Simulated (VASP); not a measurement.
# ZnCu (Pmmm) in VASP: a series of runs

Runs on ZnCu. Level: PBEsol. Tasks: single point.

All numbers are computed with VASP 6.6.1; they aren't measurements. Logs are shortened: lines on timing, memory, paths and dates and some standing lists are left out, and cuts for length are marked.

### Step 1. The cell of the first run

Symmetry: Pmmm, No. 47, orthorhombic system. The conventional cell has a = 2.827 Å, b = 2.945 Å, c = 3.063 Å, α = 90.00°, β = 90.00°, γ = 90.00°. Within 3.4 Å of Zn (site symmetry mmm) lie 8 Cu at 2.55 Å and 6 Zn at 2.83 to 3.06 Å. Cu (site symmetry mmm) has 8 Zn at 2.55 Å and 6 Cu at 2.83 to 3.06 Å within 3.4 Å.

### Step 2. Single point, PBEsol (strain -0.0400 x Voigt [1, -1, 0, 0, 0, 0])

Contents of INCAR:

```
PREC     = Accurate       # precision mode
ENCUT    = 520            # plane-wave cutoff, eV
EDIFF    = 1E-7           # SCF threshold, eV
ISMEAR   = 0              # smearing method
SIGMA    = 0.15           # smearing width, eV
LREAL    = F              # projectors in reciprocal space
LASPH    = T              # aspherical terms in the spheres
NELM     = 80             # most SCF steps
ALGO     = Fast           # electronic algorithm
ISIF     = 2              # what is computed and relaxed
LWAVE    = F              # write WAVECAR
LCHARG   = F              # write CHGCAR
GGA      = PS             # functional
NBANDS   = 18             # bands
```

Contents of KPOINTS:

```
Automatic mesh
0
Gamma
  16 16 16
```

Contents of POSCAR:

```
ZnCu
1.0
    2.8272000000      0.0000000000      0.0000000000
    0.0000000000      3.0628000000      0.0000000000
    0.0000000000      0.0000000000      2.9450000000
Zn Cu
1 1
Direct
    0.5000000000      0.5000000000      0.5000000000
    0.0000000000      0.0000000000      0.0000000000
```

Potentials or basis: VASP PAW PBE potentials, release 64 (Zn, Cu).

The run is started by

```bash
cat potpaw_PBE.64/Zn/POTCAR potpaw_PBE.64/Cu/POTCAR > POTCAR
mpirun -np 1 vasp_std > vasp.out
```

OUTCAR:

```text
PREC = Accurate
   ENCUT = 520
   EDIFF = 1E-7
   ISMEAR = 0
   LREAL = F
   LASPH = T
   NELM = 80
   ISIF = 2
   GGA = PS

 ion  position               nearest neighbor table
   1  0.500  0.500  0.500-   2 2.55   2 2.55   2 2.55   2 2.55   2 2.55   2 2.55   2 2.55   2 2.55

   2  0.000  0.000  0.000-   1 2.55   1 2.55   1 2.55   1 2.55   1 2.55   1 2.55   1 2.55   1 2.55

  LATTYP: Found a simple orthorhombic cell.
 ALAT       =     2.8272000000
 B/A-ratio  =     1.0416666667
 C/A-ratio  =     1.0833333333

  Lattice vectors:

 A1 = (  -2.8272000000,   0.0000000000,   0.0000000000)
 A2 = (   0.0000000000,   0.0000000000,   2.9450000000)
 A3 = (   0.0000000000,   3.0628000000,   0.0000000000)

Analysis of symmetry for initial positions (statically):
=====================================================================
 Subroutine PRICEL returns:
 Original cell was already a primitive cell.

 Routine SETGRP: Setting up the symmetry group for a
 simple orthorhombic supercell.

 Subroutine GETGRP returns: Found  8 space group operations
 (whereof  8 operations were pure point group operations)
 out of a pool of  8 trial point group operations.

The static configuration has the point symmetry D_2h.

Analysis of symmetry for dynamics (positions and initial velocities):
=====================================================================
 Subroutine PRICEL returns:
 Original cell was already a primitive cell.

 Routine SETGRP: Setting up the symmetry group for a
 simple orthorhombic supercell.

 Subroutine GETGRP returns: Found  8 space group operations
 (whereof  8 operations were pure point group operations)
 out of a pool of  8 trial point group operations.

The dynamic configuration has the point symmetry D_2h.

 Subroutine INISYM returns: Found  8 space group operations
 (whereof  8 operations are pure point group operations),
 and found     1 'primitive' translations

----------------------------------------------------------------------------------------

                                     Primitive cell

  volume of cell :      25.5012

  direct lattice vectors                    reciprocal lattice vectors
     2.827200000  0.000000000  0.000000000     0.353706848  0.000000000  0.000000000
     0.000000000  3.062800000  0.000000000     0.000000000  0.326498629  0.000000000
     0.000000000  0.000000000  2.945000000     0.000000000  0.000000000  0.339558574

  length of vectors
     2.827200000  3.062800000  2.945000000     0.353706848  0.326498629  0.339558574

  position of ions in fractional coordinates (direct lattice)
     0.500000000  0.500000000  0.500000000
     0.000000000  0.000000000  0.000000000

  ion indices of the primitive-cell ions
   primitive index   ion index
                 1           1
                 2           2

----------------------------------------------------------------------------------------

 KPOINTS: Automatic mesh

Automatic generation of k-mesh.
 Grid dimensions read from file:
 generate k-points for:   16   16   16

 Generating k-lattice:

  Cartesian coordinates                     Fractional coordinates (reciprocal lattice)
     0.022106678  0.000000000  0.000000000     0.062500000  0.000000000  0.000000000
     0.000000000  0.020406164  0.000000000     0.000000000  0.062500000  0.000000000
     0.000000000  0.000000000  0.021222411     0.000000000  0.000000000  0.062500000

  Length of vectors
     0.022106678  0.020406164  0.021222411

  Shift w.r.t. Gamma in fractional coordinates (k-lattice)
     0.000000000  0.000000000  0.000000000

 Subroutine IBZKPT returns following result:
 ===========================================

 Found    729 irreducible k-points:

 Following reciprocal coordinates:
            Coordinates               Weight
  0.000000  0.000000  0.000000      1.000000
  0.062500  0.000000  0.000000      2.000000
  0.125000  0.000000  0.000000      2.000000
  0.187500  0.000000  0.000000      2.000000
  0.250000  0.000000  0.000000      2.000000
  0.312500  0.000000  0.000000      2.000000
[... 16 lines left out ...]
  0.250000  0.125000  0.000000      4.000000
  0.312500  0.125000  0.000000      4.000000
 [... further k-points ...]
   k-points           NKPTS =    729   k-points in BZ     NKDIM =    729   number of bands    NBANDS=     18
   number of dos      NEDOS =    301   number of ions     NIONS =      2
   total plane-waves  NPLWV =  13824
   dimension x,y,z NGX =    24 NGY =   24 NGZ =   24
   dimension x,y,z NGXF=    48 NGYF=   48 NGZF=   48
   ions per type =               1   1
   NGX,Y,Z   is equivalent  to a cutoff of  14.11, 13.03, 13.55 a.u.
   NGXF,Y,Z  is equivalent  to a cutoff of  28.23, 26.05, 27.10 a.u.
 SYSTEM =  unknown system
   PREC   = accura    normal or accurate (medium, high low for compatibility)
   ISTART =      0    job   : 0-new  1-cont  2-samecut
   ICHARG =      2    charge: 1-file 2-atom 10-const
   ISPIN  =      1    spin polarized calculation?
   LNONCOLLINEAR =      F non collinear calculations
   LSORBIT =      F    spin-orbit coupling
   LASPH  =      T    aspherical Exc in radial PAW
   ENCUT  =  520.0 eV  38.22 Ry    6.18 a.u.   5.26  5.69  5.48*2*pi/ulx,y,z
   NELM   =     80;   NELMIN=  2; NELMDL= -5     # of ELM steps
   EDIFF  = 0.1E-06   stopping-criterion for ELM
   LREAL  =      F    real-space projection
   EDIFFG = 0.1E-05   stopping-criterion for IOM
   NSW    =      0    number of steps for IOM
   IBRION =     -1    ionic relax: 0-MD 1-quasi-New 2-CG
   NFREE  =      0    steps in history (QN), initial steepest desc. (CG)
   ISIF   =      2    stress and relaxation
   ISYM   =      2    0-nonsym 1-usesym 2-fastsym
   POTIM  = 0.5000    time-step for ionic-motion
   TEBEG  =    0.0;   TEEND  =   0.0 temperature during run
   PSTRESS=    0.0 pullay stress
   NELECT =      23.0000    total number of electrons
   NUPDOWN=      -1.0000    fix difference up-down
   EMIN   =  10.00;   EMAX   =-10.00  energy-range for DOS
   EFERMI =   0.00;   METHOD = LEGACY
   ISMEAR =     0;   SIGMA  =   0.15  broadening in eV -4-tet -1-fermi 0-gaus
   EFERMI_NEDOS =   21; number of points for ismear=-14 and -15
   IALGO  =     68    algorithm
   IMIX   =      4    mixing-type and parameters
     AMIX     =   0.40;   BMIX     =  1.00
     AMIX_MAG =   1.60;   BMIX_MAG =  1.00
  volume/ion in A,a.u.               =      12.75        86.05
  Fermi-wavevector in a.u.,A,eV,Ry     =   1.581724  2.989024 34.039734  2.501850
  Thomas-Fermi vector in A             =   2.681756
   LORBIT       =      0    0 simple, 1 ext, 2 COOP (PROOUT), +10 PAW based schemes
   GGA     = PS    functional components
   LHFCALC =     F    Hartree Fock is set to
   AEXX    =    0.0000 exact exchange contribution
   IVDW    =     0    specifies the selected vdW correction
   LEPSILON=     F    determine dielectric tensor
   LRPA    =     F    only Hartree local field effects (RPA)
 non-spin polarized calculation
 RMM-DIIS sequential band-by-band and
 Gauss-broadening in eV      SIGMA  =   0.15
  energy-cutoff  :      520.00
  volume of cell :       25.50
 maximum number of plane-waves:       703
 NGX is ok and might be reduce to    24
   NGX = 11   NGY = 11   NGZ = 11

 number of electron      22.9999998 magnetization

 Free energy of the ion-electron system (eV)
  ---------------------------------------------------
  ext. energy  EPLUGINS =         0.00000000
  ---------------------------------------------------
  free energy    TOTEN  =        -6.08522214 eV

  energy without entropy =       -6.07892655  energy(sigma->0) =       -6.08207434

 E-fermi :   5.3806     XC(G=0): -12.5742

 val. band max:        5.3766009918   @ k =   0.4375   0.3750   0.3750
 cond. band min:       5.3822985452   @ k =   0.3750   0.5000   0.3125
 fundamental gap:      0.0056975534
 Fermi energy:         5.3806189734

 k-point     1 :       0.0000    0.0000    0.0000
  band No.  band energies     occupation
      1      -5.0018      2.00000
      2      -2.4760      2.00000
      3      -2.4376      2.00000
      4      -1.8002      2.00000
      5      -1.7382      2.00000
      6      -1.6936      2.00000
[... 10 lines left out ...]
     17      18.6533      0.00000
     18      27.8275      0.00000

 k-point     2 :       0.0625    0.0000    0.0000
  band No.  band energies     occupation
      1      -4.9246      2.00000
      2      -2.4576      2.00000
      3      -2.4273      2.00000
      4      -1.7960      2.00000
      5      -1.7483      2.00000
      6      -1.7030      2.00000
[... 10 lines left out ...]
     17      19.5292      0.00000
     18      27.9432      0.00000

 k-point     3 :       0.1250    0.0000    0.0000
  band No.  band energies     occupation
      1      -4.6949      2.00000
      2      -2.4082      2.00000
      3      -2.3936      2.00000
      4      -1.7841      2.00000
      5      -1.7769      2.00000
      6      -1.7299      2.00000
[... 10 lines left out ...]
     17      21.5099      0.00000
     18      26.4757      0.00000

 k-point     4 :       0.1875    0.0000    0.0000
  band No.  band energies     occupation
      1      -4.3199      2.00000
      2      -2.3595      2.00000
      3      -2.3118      2.00000
      4      -1.8195      2.00000
      5      -1.7698      2.00000
      6      -1.7661      2.00000
[... 375 lines left out ...]
      4      -1.8308      2.00000
      5      -1.8079      2.00000
      6      -1.7511      2.00000
[... 10 lines left out ...]
     17      21.4143      0.00000
     18      24.1304      0.00000

 k-point    23 :       0.2500    0.1250    0.0000
  band No.  band energies     occupation
      1      -3.5913      2.00000
      2      -2.2821      2.00000
      3      -2.1597      2.00000
      4      -1.8621      2.00000
      5      -1.8341      2.00000
      6      -1.7612      2.00000
[... 10 lines left out ...]
     17      19.6779      0.00000
     18      24.2575      0.00000

 k-point    24 :       0.3125    0.1250    0.0000
  band No.  band energies     occupation
      1      -3.0538      2.00000
      2      -2.2341      2.00000
      3      -2.0634      2.00000
      4      -1.8772      2.00000
      5      -1.7932      2.00000
      6      -1.7538      2.00000
[... 10 lines left out ...]
     17      19.3658      0.00000
     18      22.5012      0.00000

 [... further k-points ...]

------------------------ aborting loop because EDIFF is reached ----------------------------------------

  FORCE on cell =-STRESS in cart. coord.  units (eV):
  Direction    XX          YY          ZZ          XY          YZ          ZX
  --------------------------------------------------------------------------------------
  -------------------------------------------------------------------------------------
  Total       -0.4755467     -0.7016303     -0.6481412      0.0000000      0.0000000      0.0000000
  in kB      -29.8774321    -44.0817130    -40.7211194      0.0000000      0.0000000      0.0000000
  external PRESSURE =     -38.2267548 kB  Pullay stress =       0.0000000 kB

 VOLUME and BASIS-vectors are now :
 -----------------------------------------------------------------------------
  energy-cutoff  :      520.00
  volume of cell :       25.50
      direct lattice vectors                 reciprocal lattice vectors
     2.827200000  0.000000000  0.000000000     0.353706848  0.000000000  0.000000000
     0.000000000  3.062800000  0.000000000     0.000000000  0.326498629  0.000000000
     0.000000000  0.000000000  2.945000000     0.000000000  0.000000000  0.339558574

 POSITION                                       TOTAL-FORCE (eV/Angst)
 -----------------------------------------------------------------------------------
      1.41360      1.53140      1.47250         0.000000      0.000000      0.000000
      0.00000      0.00000      0.00000         0.000000      0.000000      0.000000
 -----------------------------------------------------------------------------------
    total drift:                                0.000000      0.000000     -0.000000

  FREE ENERGIE OF THE ION-ELECTRON SYSTEM (eV)
  ---------------------------------------------------
  free  energy   TOTEN  =        -6.0852221352 eV

  energy  without entropy=       -6.0789265475  energy(sigma->0) =       -6.08207434
```

Wall time 5 min (1 thread of Intel Xeon 6975P-C (Granite Rapids), shared host); peak memory 0.43 GiB.

Results:

```yaml
Free_energy: -6.0852 eV
Pressure: -3.8 GPa
Band_gap_on_the_k_mesh: zero (an odd number of electrons rules out a gap without spin polarisation)
```

Caveat: the cell differs from its parent crystal (strain -0.0400 x Voigt [1, -1, 0, 0, 0, 0]); the cell stands under tension; the PAW data sets were made with another functional, which shifts forces and pressure a little.

### Step 3. Single point, PBEsol (strain +0.0300 x Voigt [1, -1, 0, 0, 0, 0])

Contents of INCAR:

```
ALGO = Fast
EDIFF = 1E-7
ENCUT = 520
GGA = PS
ISIF = 2
ISMEAR = 0
LASPH = T
LCHARG = F
LREAL = F
LWAVE = F
NBANDS = 18
NELM = 80
PREC = Accurate
SIGMA = 0.15
```

Contents of KPOINTS:

```
k-points
0
Gamma
  16 16 16
```

Contents of POSCAR:

```
ZnCu
1.0
    3.0333500000      0.0000000000      0.0000000000
    0.0000000000      2.8566500000      0.0000000000
    0.0000000000      0.0000000000      2.9450000000
Zn Cu
1 1
Direct
    0.5000000000      0.5000000000      0.5000000000
    0.0000000000      0.0000000000      0.0000000000
```

Potentials or basis: VASP PAW PBE potentials, release 64 (Zn, Cu).

The run is started by

```bash
cat potpaw_PBE.64/Zn/POTCAR potpaw_PBE.64/Cu/POTCAR > POTCAR
mpirun -np 1 vasp_std > vasp.out
```

Run time: 5.2 min. Hardware: 1 thread of Intel Xeon 6975P-C (Granite Rapids), shared host; peak memory 0.43 GiB.

The run converged. Its results:

- Free energy: -6.0866 eV
- Pressure: -3.7 GPa
- Band gap on the k mesh: zero (an odd number of electrons rules out a gap without spin polarisation)

Stress tensor (GPa, compression positive):
```
-4.08  0.00  0.00
 0.00 -3.34  0.00
 0.00  0.00 -3.77
```

Levels at points of the mesh, in eV from the Fermi level:
| k point | band 10 | band 11 | band 12 | band 13 | band 14 | band 15 |
| --- | --- | --- | --- | --- | --- | --- |
| (0.00, 0.00, 0.00) | -2.73 | -2.70 | 5.18 | 6.18 | 7.29 | 10.48 |
| (0.50, 0.00, 0.00) | -3.18 | -2.76 | -2.20 | 11.38 | 12.03 | 12.39 |
| (0.00, 0.50, 0.00) | -3.29 | -2.85 | -1.80 | 11.08 | 11.61 | 11.98 |
| (0.50, 0.50, 0.00) | -2.49 | -1.96 | -1.85 | 1.76 | 2.12 | 13.91 |
| (0.00, 0.00, 0.50) | -3.18 | -2.80 | -2.01 | 10.76 | 11.32 | 12.68 |
| (0.50, 0.00, 0.50) | -2.54 | -2.14 | -2.08 | 1.47 | 1.78 | 14.71 |
| (0.00, 0.50, 0.50) | -2.44 | -1.74 | -1.68 | 2.04 | 2.42 | 13.18 |
| (0.50, 0.50, 0.50) | -2.42 | 3.85 | 4.19 | 4.25 | 4.34 | 4.47 |

Caveat: the cell differs from its parent crystal (strain +0.0300 x Voigt [1, -1, 0, 0, 0, 0]); the cell stands under tension; the PAW data sets were made with another functional, which shifts forces and pressure a little.
